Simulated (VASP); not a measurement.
Input of a VASP 6.6.1 run:

File POSCAR:

```
GaP
1.0
    0.0000000000      2.7327335932      2.7327335932
    2.7327335932      0.0000000000      2.7327335932
    2.7327335932      2.7327335932      0.0000000000
Ga P
1 1
Direct
    0.0000000000      0.0000000000      0.0000000000
    0.2500000000      0.2500000000      0.2500000000
```

File INCAR.step1:

```
ALGO     = Normal         # electronic algorithm
EDIFF    = 1E-5           # SCF threshold, eV
ENCUT    = 520            # plane-wave cutoff, eV
GGA      = PE             # functional
ISIF     = 2              # what is computed and relaxed
ISMEAR   = 0              # smearing method
LASPH    = True           # aspherical terms in the spheres
LCHARG   = False          # write CHGCAR
LREAL    = False          # projectors in reciprocal space
LWAVE    = True           # write WAVECAR
NBANDS   = 16             # bands
NELM     = 100            # most SCF steps
PREC     = Accurate       # precision mode
SIGMA    = 0.01           # smearing width, eV
```

Contents of INCAR.step2:

```
ALGO     = Normal         # electronic algorithm
EDIFF    = 1E-7           # SCF threshold, eV
ENCUT    = 520            # plane-wave cutoff, eV
GGA      = PE             # functional
HFSCREEN = 0.2079         # screening, 1/A
ISIF     = 2              # what is computed and relaxed
ISMEAR   = 0              # smearing method
ISTART   = 1            
LASPH    = True           # aspherical terms in the spheres
LCHARG   = False          # write CHGCAR
LHFCALC  = True           # exact exchange
LREAL    = False          # projectors in reciprocal space
LWAVE    = False          # write WAVECAR
NBANDS   = 16             # bands
NELM     = 100            # most SCF steps
PREC     = Accurate       # precision mode
PRECFOCK = Normal       
SIGMA    = 0.01           # smearing width, eV
```

Contents of KPOINTS:

```
k-points
0
Gamma
  6 6 6
```

Potentials or basis: VASP PAW PBE potentials, release 64 (Ga_d, P).

Launch:

```bash
$ cat potpaw_PBE.64/Ga_d/POTCAR potpaw_PBE.64/P/POTCAR > POTCAR
$ cp INCAR.step1 INCAR
$ mpirun -np 1 vasp_std > vasp.out
$ cp INCAR.step2 INCAR
$ mpirun -np 1 vasp_std > vasp.out
```

Question: Predict the pressure.

Answer: -0.2 GPa.

Question: What does it give for the band gap on the k mesh?

Answer: 2.31 eV (least direct gap 2.72 eV).

Caveat: the PAW data sets were made with another functional, which shifts forces and pressure a little. A k mesh can miss the band edges.
